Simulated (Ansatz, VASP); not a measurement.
Pt in VASP and in Ansatz

INCAR

```
PREC = Accurate
ENCUT = 520
EDIFF = 1E-6
ISMEAR = -1
SIGMA = 0.05
LREAL = F
LASPH = T
NELM = 60
ALGO = Normal
ISIF = 2
LWAVE = F
LCHARG = F
LDIPOL = T
IDIPOL = 3
DIPOL = 0.5 0.5 0.500
GGA = CA
NBANDS = 28
```

File KPOINTS:

```
Automatic mesh
0
Gamma
  15 15 1
```

The input POSCAR:

```
Pt
1.0
    2.7533987118      0.0000000000      0.0000000000
    0.0000000000      2.7533987118      0.0000000000
    0.0000000000      0.0000000000     16.7001000000
Pt
4
Direct
    0.2500000000      0.2500000000      0.3293404559
    0.7500000000      0.7500000000      0.4424114485
    0.2500000000      0.2500000000      0.5575885518
    0.7500000000      0.7500000000      0.6706595441
```

Input for Ansatz:

```yaml
crystal:
  lattice:
    - [2.7533987118, 0.0, 0.0]
    - [0.0, 2.7533987118, 0.0]
    - [0.0, 0.0, 16.7001]
  atoms:
    - { symbol: Pt, position: [0.25, 0.25, 0.3293404559] }
    - { symbol: Pt, position: [0.75, 0.75, 0.4424114485] }
    - { symbol: Pt, position: [0.25, 0.25, 0.5575885518] }
    - { symbol: Pt, position: [0.75, 0.75, 0.6706595441] }
kpoints:
  mp_grid: { grid: [15, 15, 1] }
scf:
  occupations: { method: fermi_dirac, width: 0.05 }
hamiltonian:
  xc: lda
  pseudopotentials: { kind: all_electron, lapw: { basis_error: 0.001 } }
output:
  forces: true
  stress: true
  eigenvalues: true
efield:
  axis: 3
  amplitude: 0
  dipole_correction: true
```

Alike in both runs: task single point; functional LDA; k mesh 15 × 15 × 1; occupations fermi-dirac, width 0.05 eV; no spin polarisation.

|  | VASP | Ansatz |
| --- | --- | --- |
| version | VASP 6.6.1 | Ansatz 0.2.0 |
| potentials or method | VASP PAW LDA potentials, release 64 (Pt), cutoff 520 eV | all-electron LAPW, scalar-relativistic |

```tsv
	VASP	Ansatz	Ansatz less VASP
rms of the force components (eV/Å)	0.018	0.001	-0.0178
```

LDA's correlation is that of Perdew and Zunger in VASP and of Perdew and Wang (1992) in Ansatz. Atom by atom the forces differ by 0.018 eV/Å (rms over components). Ansatz ran all-electron here, and VASP with PAW potentials. Ansatz's warnings: vacuum density over bound.

Neither program's run includes spin-orbit coupling.
